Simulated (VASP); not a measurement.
# SnO2: single point with r2SCAN

SnO2:

```
Sn O
1.0
     1.61709    0.93363    4.80059
    -1.61709    0.93363    4.80059
     0.00000   -1.86726    4.80059
Sn O
1 2
Cartesian
  0.0000 0.0000 7.2009
  0.0000 0.0000 3.4157
  0.0000 0.0000 10.9861
```

```yaml
Program: VASP 6.6.1
Task: single point
Functional: r2SCAN
Potentials_or_basis: VASP PAW PBE potentials, release 64 (Sn_d, O)
Cutoff: 520 eV
k_mesh: 7 × 7 × 7
Occupations: gaussian, width 0.01 eV
Spin: no spin polarisation
Dipole_correction: no
Further_INCAR_settings: ALGO = Normal; EDIFF = 1e-07; NBANDS = 20
```

```yaml
Pressure: -6.3 GPa
Largest_force: 0.553 eV/Å
Band_gap_on_the_k_mesh: 2.44 eV, indirect (least direct gap 2.54 eV)
```

Forces on the atoms (eV/Å):
```
Sn   0.000  0.000  0.000
O    0.000  0.000 -0.553
O    0.000  0.000  0.553
```

Stress tensor (GPa, compression positive):
```
-6.52  0.00  0.00
 0.00 -6.52  0.00
 0.00  0.00 -5.74
```

Levels at points of the mesh, in eV from the valence-band top:
```
           k point  band 9  band 10  band 11  band 12  band 13  band 14  band 15  band 16  band 17  band 18
(0.00, 0.00, 0.00)   -1.25    -1.25    -0.88    -0.88    -0.11     2.44     6.43    11.96    11.96    12.39
```

Run time: 3.8 min on 1 thread of AMD EPYC 9R45 96-Core Processor (Zen 5) (shared host), peak memory 0.24 GiB.

Caveat: the PAW data sets were made with another functional, which shifts forces and pressure a little; spin-orbit coupling is left out, which moves the levels of the heavy elements. r2SCAN opens gaps a little over a GGA but as a rule still falls short of measured ones.
